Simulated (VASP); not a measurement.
# AlN (I4mm) in VASP: a series of runs, part 2 of 3

VASP 6.6.1. Earlier steps stand in the parts before.

### 3 Single point, PBEsol

The input, INCAR:

```
ALGO     = Normal         # electronic algorithm
EDIFF    = 1E-6           # SCF threshold, eV
ENCUT    = 520            # plane-wave cutoff, eV
GGA      = PS             # functional
ISIF     = 2              # what is computed and relaxed
ISMEAR   = 0              # smearing method
LASPH    = True           # aspherical terms in the spheres
LCHARG   = False          # write CHGCAR
LREAL    = False          # projectors in reciprocal space
LWAVE    = False          # write WAVECAR
NBANDS   = 11             # bands
NELM     = 80             # most SCF steps
PREC     = Accurate       # precision mode
SIGMA    = 0.05           # smearing width, eV
```

The input, KPOINTS:

```
k-points
0
Gamma
  10 10 10
```

The input, POSCAR:

```
AlN
1.0
    0.0000000000      2.0345180000      2.0345180000
    2.0345180000      0.0000000000      2.0345180000
    2.0345180000      2.0345180000      0.0000000000
Al N
1 1
Direct
    0.4815681159      0.4815681159      0.5184318841
    0.0000000000      0.0000000000      0.0000000000
```

Potentials or basis: VASP PAW PBE potentials, release 64 (Al, N).

The run is started by

```
> cat potpaw_PBE.64/Al/POTCAR potpaw_PBE.64/N/POTCAR > POTCAR
> mpirun -np 1 vasp_std > vasp.out
```

OUTCAR:

```text
EDIFF = 1E-6
   ENCUT = 520
   GGA = PS
   ISIF = 2
   ISMEAR = 0
   LASPH = True
   LREAL = False
   NELM = 80
   PREC = Accurate

 ion  position               nearest neighbor table
   1  0.482  0.482  0.518-   2 1.96   2 2.04   2 2.04   2 2.04   2 2.04   2 2.11
   2  0.000  0.000  0.000-   1 1.96   1 2.04   1 2.04   1 2.04   1 2.04   1 2.11

  LATTYP: Found a face centered cubic cell.
 ALAT       =     4.0690360000

  Lattice vectors:

 A1 = (   0.0000000000,   2.0345180000,   2.0345180000)
 A2 = (   2.0345180000,   0.0000000000,   2.0345180000)
 A3 = (   2.0345180000,   2.0345180000,   0.0000000000)

Analysis of symmetry for initial positions (statically):
=====================================================================
 Subroutine PRICEL returns:
 Original cell was already a primitive cell.

 Routine SETGRP: Setting up the symmetry group for a
 face centered cubic supercell.

 Subroutine GETGRP returns: Found  8 space group operations
 (whereof  8 operations were pure point group operations)
 out of a pool of 48 trial point group operations.

The static configuration has the point symmetry C_4v.

Analysis of symmetry for dynamics (positions and initial velocities):
=====================================================================
 Subroutine PRICEL returns:
 Original cell was already a primitive cell.

 Routine SETGRP: Setting up the symmetry group for a
 face centered cubic supercell.

 Subroutine GETGRP returns: Found  8 space group operations
 (whereof  8 operations were pure point group operations)
 out of a pool of 48 trial point group operations.

The dynamic configuration has the point symmetry C_4v.

 Subroutine INISYM returns: Found  8 space group operations
 (whereof  8 operations are pure point group operations),
 and found     1 'primitive' translations

----------------------------------------------------------------------------------------

                                     Primitive cell
[... 114 lines left out ...]
  Thomas-Fermi vector in A             =   2.409927
   LORBIT       =      0    0 simple, 1 ext, 2 COOP (PROOUT), +10 PAW based schemes
   GGA     = PS    functional components
   LHFCALC =     F    Hartree Fock is set to
   AEXX    =    0.0000 exact exchange contribution
   IVDW    =     0    specifies the selected vdW correction
   LEPSILON=     F    determine dielectric tensor
   LRPA    =     F    only Hartree local field effects (RPA)
 non-spin polarized calculation
 Gauss-broadening in eV      SIGMA  =   0.05
  energy-cutoff  :      520.00
  volume of cell :       16.84
 maximum number of plane-waves:       469
 NGX is ok and might be reduce to    24
   NGX = 11   NGY = 11   NGZ = 11

 number of electron       7.9999999 magnetization

 Free energy of the ion-electron system (eV)
  ---------------------------------------------------
  ext. energy  EPLUGINS =         0.00000000
  ---------------------------------------------------
  free energy    TOTEN  =       -15.42559393 eV

  energy without entropy =      -15.42559393  energy(sigma->0) =      -15.42559393

 E-fermi :   9.9777     XC(G=0): -12.3606

 val. band max:        9.6352122278   @ k =   0.0000   0.0000   0.0000
 cond. band min:      13.9931715840   @ k =   0.0000   0.5000   0.5000
 fundamental gap:      4.3579593562
 Fermi energy:         9.9776663025

 k-point     1 :       0.0000    0.0000    0.0000
  band No.  band energies     occupation
      1      -7.7398      2.00000
      2       9.6107      2.00000
      3       9.6352      2.00000
      4       9.6352      2.00000
      5      15.0226      0.00000
      6      21.6178      0.00000
      7      21.6214      0.00000
      8      21.6214      0.00000
      9      26.6170      0.00000
     10      27.1765      0.00000
     11      27.1953      0.00000
[... 309 lines left out ...]
 k-point    24 :       0.0000   -0.1000    0.1000
  band No.  band energies     occupation
      1      -7.2058      2.00000
      2       7.5730      2.00000
      3       8.8369      2.00000
      4       9.4987      2.00000
      5      16.4080      0.00000
      6      19.8401      0.00000
      7      22.1157      0.00000
      8      22.3419      0.00000
      9      23.7456      0.00000
     10      25.9030      0.00000
     11      28.3199      0.00000

 [... further k-points ...]
[... 5 lines left out ...]
  --------------------------------------------------------------------------------------
  -------------------------------------------------------------------------------------
  Total       -0.5001710     -0.5001710     -0.1602658      0.0000000     -0.0000000     -0.0000000
  in kB      -47.5789130    -47.5789130    -15.2453327      0.0000000     -0.0000000     -0.0000000
  external PRESSURE =     -36.8010529 kB  Pullay stress =       0.0000000 kB

 VOLUME and BASIS-vectors are now :
 -----------------------------------------------------------------------------
  energy-cutoff  :      520.00
  volume of cell :       16.84
      direct lattice vectors                 reciprocal lattice vectors
     0.000000000  2.034518000  2.034518000    -0.245758455  0.245758455  0.245758455
     2.034518000  0.000000000  2.034518000     0.245758455 -0.245758455  0.245758455
     2.034518000  2.034518000  0.000000000     0.245758455  0.245758455 -0.245758455

 POSITION                                       TOTAL-FORCE (eV/Angst)
 -----------------------------------------------------------------------------------
      2.03452      2.03452      1.95952         0.000000      0.000000      0.524676
      0.00000      0.00000      0.00000         0.000000      0.000000     -0.524676
 -----------------------------------------------------------------------------------
    total drift:                               -0.000000     -0.000000     -0.000185

  FREE ENERGIE OF THE ION-ELECTRON SYSTEM (eV)
  ---------------------------------------------------
  free  energy   TOTEN  =       -15.4255939297 eV

  energy  without entropy=      -15.4255939297  energy(sigma->0) =      -15.42559393
```

stdout:

```text
POSCAR found type information on POSCAR AlN
 POSCAR found :  2 types and       2 ions
 scaLAPACK will be used
 -----------------------------------------------------------------------------
|                                                                             |
|                                                                             |
|     You enforced a specific xc type in the INCAR file but a different       |
|     I HOPE YOU KNOW WHAT YOU ARE DOING!                                     |
|                                                                             |
 -----------------------------------------------------------------------------

 LDA part: xc-table for (Slater+PW92), standard interpolation
 POSCAR, INCAR and KPOINTS ok, starting setup
 FFT: planning ... GRIDC
 FFT: planning ... GRID_SOFT
 FFT: planning ... GRID
 WAVECAR not read
 entering main loop
```

Wall time 17 s (1 thread of Intel Xeon Platinum 8175M at 2.50GHz (Skylake/Cascade Lake), shared host); peak memory 0.14 GiB.

Results:

* Free energy: -15.4256 eV
* Pressure: -3.7 GPa
* Largest force: 0.525 eV/Å
* Band gap on the k mesh: 4.36 eV, indirect (least direct gap 5.39 eV)

Forces in eV/Å, atoms in the order of the input:
```
Al   0.000  0.000  0.525
N    0.000  0.000 -0.525
```

Stress tensor (GPa, compression positive):
```
-4.76  0.00  0.00
 0.00 -4.76  0.00
 0.00  0.00 -1.52
```

Caveat: the cell differs from its parent crystal (all Al atoms moved +0.075 Å, as atom 1 towards its neighbour atom 2 (N) at 2.035 Å); the PAW data sets were made with another functional, which shifts forces and pressure a little. A k mesh can miss the band edges.

### 4 Single point, PBEsol

The input, INCAR:

```
PREC = Accurate
ENCUT = 520
EDIFF = 1E-7
ISMEAR = 0
SIGMA = 0.05
LREAL = False
LASPH = True
NELM = 100
ALGO = Normal
ISIF = 2
LWAVE = False
LCHARG = True
GGA = PS
LELF = True
LVHAR = True
NBANDS = 11
```

The input, KPOINTS:

```
Automatic mesh
0
Gamma
  10 10 10
```

POSCAR: that of step 3 with these lines changed.

```diff
@@ -8,3 +8,3 @@
 Direct
-    0.4815681159      0.4815681159      0.5184318841
+    0.5122879227      0.5122879227      0.4877120773
     0.0000000000      0.0000000000      0.0000000000
```

The run is started by

```
> cat potpaw_PBE.64/Al/POTCAR potpaw_PBE.64/N/POTCAR > POTCAR
> mpirun -np 1 vasp_std > vasp.out
```

It took 21 s on 1 thread of Intel Xeon Platinum 8175M at 2.50GHz (Skylake/Cascade Lake), shared host; peak memory 0.14 GiB.

It converged, with:

```yaml
Free_energy: -15.4364 eV
Pressure: -4.2 GPa
Largest_force: 0.341 eV/Å
Band_gap_on_the_k_mesh: 4.37 eV, indirect (least direct gap 5.39 eV)
```

Forces in eV/Å, atoms in the order of the input:
```
Al   0.000  0.000 -0.341
N    0.000  0.000  0.341
```

Stress tensor (GPa, compression positive):
```
-4.65  0.00  0.00
 0.00 -4.65  0.00
 0.00  0.00 -3.22
```

Levels at points of the mesh, in eV from the valence-band top:
| k point | band 2 | band 3 | band 4 | band 5 | band 6 | band 7 |
| --- | --- | --- | --- | --- | --- | --- |
| (0.00, 0.00, 0.00) | -0.01 | 0.00 | 0.00 | 5.39 | 11.97 | 11.97 |
| (0.50, 0.00, 0.00) | -8.24 | -1.06 | -1.05 | 5.92 | 10.74 | 10.75 |
| (0.50, 0.50, 0.00) | -7.31 | -2.77 | -2.77 | 4.37 | 5.17 | 13.73 |
| (0.00, 0.50, 0.50) | -7.32 | -2.77 | -2.77 | 4.37 | 5.17 | 13.74 |

Caveat: the cell differs from its parent crystal (all Al atoms moved -0.050 Å, as atom 1 towards its neighbour atom 2 (N) at 2.035 Å); the PAW data sets were made with another functional, which shifts forces and pressure a little. A k mesh can miss the band edges.

### 5 Single point, PBEsol

The input, INCAR:

```
ALGO = Normal
EDIFF = 1E-7
ENCUT = 520
GGA = PS
ISIF = 2
ISMEAR = 0
LASPH = T
LCHARG = F
LREAL = F
LWAVE = F
NBANDS = 11
NELM = 80
PREC = Accurate
SIGMA = 0.05
```

The input, KPOINTS:

```
k-points
0
Gamma
  10 10 10
```

POSCAR: that of step 4 with these lines changed.

```diff
@@ -8,3 +8,3 @@
 Direct
-    0.5122879227      0.5122879227      0.4877120773
+    0.4938560386      0.4938560386      0.5061439614
     0.0000000000      0.0000000000      0.0000000000
```

Potentials or basis: VASP PAW PBE potentials, release 64 (Al, N).

The run is started by

```
> cat potpaw_PBE.64/Al/POTCAR potpaw_PBE.64/N/POTCAR > POTCAR
> mpirun -np 1 vasp_std > vasp.out
```

OUTCAR:

```text
EDIFF = 1E-7
   ENCUT = 520
   GGA = PS
   ISIF = 2
   ISMEAR = 0
   LASPH = T
   LREAL = F
   NELM = 80
   PREC = Accurate

 ion  position               nearest neighbor table
   1  0.494  0.494  0.506-   2 2.01   2 2.03   2 2.03   2 2.03   2 2.03   2 2.06
   2  0.000  0.000  0.000-   1 2.01   1 2.03   1 2.03   1 2.03   1 2.03   1 2.06

  LATTYP: Found a face centered cubic cell.
 ALAT       =     4.0690360000

  Lattice vectors:

 A1 = (   0.0000000000,   2.0345180000,   2.0345180000)
 A2 = (   2.0345180000,   0.0000000000,   2.0345180000)
 A3 = (   2.0345180000,   2.0345180000,   0.0000000000)

Analysis of symmetry for initial positions (statically):
=====================================================================
 Subroutine PRICEL returns:
 Original cell was already a primitive cell.

 Routine SETGRP: Setting up the symmetry group for a
 face centered cubic supercell.

 Subroutine GETGRP returns: Found  8 space group operations
 (whereof  8 operations were pure point group operations)
 out of a pool of 48 trial point group operations.

The static configuration has the point symmetry C_4v.

Analysis of symmetry for dynamics (positions and initial velocities):
=====================================================================
 Subroutine PRICEL returns:
 Original cell was already a primitive cell.

 Routine SETGRP: Setting up the symmetry group for a
 face centered cubic supercell.

 Subroutine GETGRP returns: Found  8 space group operations
 (whereof  8 operations were pure point group operations)
 out of a pool of 48 trial point group operations.

The dynamic configuration has the point symmetry C_4v.

 Subroutine INISYM returns: Found  8 space group operations
 (whereof  8 operations are pure point group operations),
 and found     1 'primitive' translations

----------------------------------------------------------------------------------------

                                     Primitive cell

[... 112 lines left out ...]
  Fermi-wavevector in a.u.,A,eV,Ry     =   1.277321  2.413786 22.198561  1.631548
  Thomas-Fermi vector in A             =   2.409927
   LORBIT       =      0    0 simple, 1 ext, 2 COOP (PROOUT), +10 PAW based schemes
   GGA     = PS    functional components
   LHFCALC =     F    Hartree Fock is set to
   AEXX    =    0.0000 exact exchange contribution
   IVDW    =     0    specifies the selected vdW correction
   LEPSILON=     F    determine dielectric tensor
   LRPA    =     F    only Hartree local field effects (RPA)
 non-spin polarized calculation
 Gauss-broadening in eV      SIGMA  =   0.05
  energy-cutoff  :      520.00
  volume of cell :       16.84
 maximum number of plane-waves:       469
 NGX is ok and might be reduce to    24
   NGX = 11   NGY = 11   NGZ = 11

 number of electron       7.9999999 magnetization

 Free energy of the ion-electron system (eV)
  ---------------------------------------------------
  ext. energy  EPLUGINS =         0.00000000
  ---------------------------------------------------
  free energy    TOTEN  =       -15.44271661 eV

  energy without entropy =      -15.44271661  energy(sigma->0) =      -15.44271661

 E-fermi :   9.9333     XC(G=0): -12.3627

 val. band max:        9.6405665542   @ k =   0.0000   0.0000   0.0000
 cond. band min:      14.0134957767   @ k =   0.0000   0.5000   0.5000
 fundamental gap:      4.3729292225
 Fermi energy:         9.9333433808

 k-point     1 :       0.0000    0.0000    0.0000
  band No.  band energies     occupation
      1      -7.7368      2.00000
      2       9.6378      2.00000
      3       9.6406      2.00000
      4       9.6406      2.00000
      5      15.0379      0.00000
      6      21.6082      0.00000
      7      21.6086      0.00000
      8      21.6086      0.00000
      9      26.6325      0.00000
     10      27.1884      0.00000
     11      27.1910      0.00000
[... 309 lines left out ...]
 k-point    24 :       0.0000   -0.1000    0.1000
  band No.  band energies     occupation
      1      -7.2025      2.00000
      2       7.5858      2.00000
      3       8.8408      2.00000
      4       9.5097      2.00000
      5      16.4283      0.00000
      6      19.8447      0.00000
      7      22.1387      0.00000
      8      22.3196      0.00000
      9      23.6882      0.00000
     10      25.8872      0.00000
     11      28.3336      0.00000

 [... further k-points ...]
[... 5 lines left out ...]
  --------------------------------------------------------------------------------------
  -------------------------------------------------------------------------------------
  Total       -0.4816370     -0.4816370     -0.4440142      0.0000000     -0.0000000      0.0000000
  in kB      -45.8158599    -45.8158599    -42.2369795      0.0000000     -0.0000000      0.0000000
  external PRESSURE =     -44.6228998 kB  Pullay stress =       0.0000000 kB

 VOLUME and BASIS-vectors are now :
 -----------------------------------------------------------------------------
  energy-cutoff  :      520.00
  volume of cell :       16.84
      direct lattice vectors                 reciprocal lattice vectors
     0.000000000  2.034518000  2.034518000    -0.245758455  0.245758455  0.245758455
     2.034518000  0.000000000  2.034518000     0.245758455 -0.245758455  0.245758455
     2.034518000  2.034518000  0.000000000     0.245758455  0.245758455 -0.245758455

 POSITION                                       TOTAL-FORCE (eV/Angst)
 -----------------------------------------------------------------------------------
      2.03452      2.03452      2.00952         0.000000      0.000000      0.167694
      0.00000      0.00000      0.00000         0.000000      0.000000     -0.167694
 -----------------------------------------------------------------------------------
    total drift:                               -0.000000     -0.000000     -0.000033

  FREE ENERGIE OF THE ION-ELECTRON SYSTEM (eV)
  ---------------------------------------------------
  free  energy   TOTEN  =       -15.4427166105 eV

  energy  without entropy=      -15.4427166105  energy(sigma->0) =      -15.44271661
```

It took 19 s on 1 thread of Intel Xeon Platinum 8175M at 2.50GHz (Skylake/Cascade Lake), shared host; peak memory 0.14 GiB.

Results:

* Free energy: -15.4427 eV
* Pressure: -4.5 GPa
* Largest force: 0.168 eV/Å
* Band gap on the k mesh: 4.37 eV, indirect (least direct gap 5.40 eV)

Forces in eV/Å, atoms in the order of the input:
```
Al   0.000  0.000  0.168
N    0.000  0.000 -0.168
```

Stress tensor (GPa, compression positive):
```
-4.58  0.00  0.00
 0.00 -4.58  0.00
 0.00  0.00 -4.22
```

Levels at points of the mesh, in eV from the valence-band top:
```tsv
k point	band 2	band 3	band 4	band 5	band 6	band 7
(0.00, 0.00, 0.00)	0.00	0.00	0.00	5.40	11.97	11.97
(0.50, 0.00, 0.00)	-8.24	-1.06	-1.06	5.92	10.75	10.75
(0.50, 0.50, 0.00)	-7.32	-2.77	-2.77	4.37	5.17	13.73
(0.00, 0.50, 0.50)	-7.32	-2.77	-2.77	4.37	5.17	13.74
```

Caveat: the cell differs from its parent crystal (all Al atoms moved +0.025 Å, as atom 1 towards its neighbour atom 2 (N) at 2.035 Å); the PAW data sets were made with another functional, which shifts forces and pressure a little.

[end of part 2 of 3]
